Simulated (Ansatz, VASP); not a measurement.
Rb in VASP and in Ansatz

```
Rb
1.0
     8.09800    0.00000    0.00000
    -4.04900    7.01307    0.00000
     0.00000    0.00000    4.83830
Rb
3
Direct
  0.00000 0.00000 0.00000
  0.33333 0.66667 0.50000
  0.66667 0.33333 0.50000
```

Alike in both runs: functional PBE; k mesh 5 × 5 × 7; occupations fermi-dirac, width 0.05 eV; no spin polarisation.

Ansatz relaxed the structure, and its values are those at the end. VASP's run is a single point on that final structure, the one shown.

|  | VASP | Ansatz |
| --- | --- | --- |
| version | VASP 6.6.1 | Ansatz 0.2.0 |
| potentials or method | VASP PAW PBE potentials, release 64 (Rb_sv) | PAW with Ansatz's default frozen-core files, scalar-relativistic |
| plane-wave cutoff (eV) | 520 | 420 |
| valence electrons in the cell | 27 | 27 |

|  | VASP | Ansatz | Ansatz less VASP |
| --- | --- | --- | --- |
| pressure (GPa) | 0.0 | 0.0 | 0.00 |
